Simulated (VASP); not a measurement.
**BN: single point with PBE+D3(BJ)**

Crystal: BN.

```xyz
2
Lattice="1.2511 0.7223 3.3729 -1.2511 0.7223 3.3729 0.0000 -1.4447 3.3729" Properties=species:S:1:pos:R:3 pbc="T T T"
B    -0.1083   -0.0625   10.1153
N     0.0000    0.0000    3.3672
```

This cell differs from its parent crystal: all B atoms moved +0.125 Å, as atom 1 towards its neighbour atom 2 (N) at 1.445 Å.

```json
{"Program": "VASP 6.6.1", "Task": "single point", "Functional": "PBE", "Dispersion": "D3(BJ)", "Potentials or basis": "VASP PAW PBE potentials, release 64 (B, N)", "Cutoff": "520 eV", "k mesh": "12 × 12 × 12", "Occupations": "gaussian, width 0.05 eV", "Spin": "no spin polarisation", "Dipole correction": "no", "Further INCAR settings": "ALGO = Normal; EDIFF = 1e-06; NBANDS = 11"}
```

```json
{
 "Pressure": "7.7 GPa",
 "Largest force": "6.342 eV/Å",
 "Band gap on the k mesh": "3.39 eV, indirect (least direct gap 4.27 eV)",
 "Dispersion energy per atom": "-0.139 eV"
}
```

Forces in eV/Å, atoms in the order of the input:
```
B    5.492  3.171  0.001
N   -5.492 -3.171 -0.001
```

Stress tensor (GPa, compression positive):
```
20.93 15.46  0.03
15.46  3.07  0.02
 0.03  0.02 -0.77
```

Levels at points of the mesh, in eV from the valence-band top:
```tsv
k point	band 1	band 2	band 3	band 4	band 5	band 6	band 7	band 8	band 9
(0.00, 0.00, 0.00)	-17.89	-4.33	-2.77	0.00	5.07	9.78	13.10	13.17	15.18
(0.50, 0.00, 0.00)	-14.94	-9.19	-3.52	-0.35	4.41	10.06	12.84	14.85	20.59
(0.00, 0.50, 0.00)	-14.70	-8.91	-4.39	-1.00	5.70	9.30	12.98	14.89	19.40
(0.50, 0.50, 0.00)	-14.63	-8.79	-4.44	-1.57	4.69	9.27	14.08	17.44	19.54
(0.00, 0.50, 0.50)	-14.88	-9.07	-3.58	-0.89	3.39	10.05	14.26	17.19	20.62
(0.50, 0.50, 0.50)	-17.64	-6.27	-2.78	-0.02	9.72	10.02	11.63	14.07	16.27
```

Run time: 54 s on 1 thread of Intel(R) Xeon(R) 6975P-C (Granite Rapids), on a shared host, peak memory 0.24 GiB.

Caveat: the cell differs from its parent crystal (all B atoms moved +0.125 Å, as atom 1 towards its neighbour atom 2 (N) at 1.445 Å); forces of over 1 eV/Å act on the atoms, so gaps and moduli don't describe the material at rest. A k mesh can miss the band edges.
